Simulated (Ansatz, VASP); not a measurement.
One calculation of GaN, two programs

```
Ga N
1.0
     3.18315    0.00000    0.00000
    -1.59157    2.75669    0.00000
     0.00000    0.00000    5.18363
Ga N
2 2
Direct
  0.33333 0.66667 0.99911
  0.66667 0.33333 0.49911
  0.33333 0.66667 0.37589
  0.66667 0.33333 0.87589
```

Alike in both runs: task single point; functional PBE; k mesh 12 × 12 × 6; occupations fermi-dirac, width 0.02 eV; no spin polarisation.

```csv
,VASP,Ansatz
version,VASP 6.6.1,Ansatz 0.2.0
potentials or method,"VASP PAW PBE potentials, release 64 (Ga_d, N)","plane waves, PAW"
plane-wave cutoff (eV),520,420
valence electrons in the cell,36,36
```

|  | VASP | Ansatz | Ansatz less VASP |
| --- | --- | --- | --- |
| gap on the k mesh at the Fermi level (eV) | 1.94 | 1.93 | -0.008 |
| pressure (GPa) | 6.3 | 6.2 | -0.08 |
| traceless stress, the component that is largest in VASP (GPa) | 0.08 | 0.05 | -0.029 |
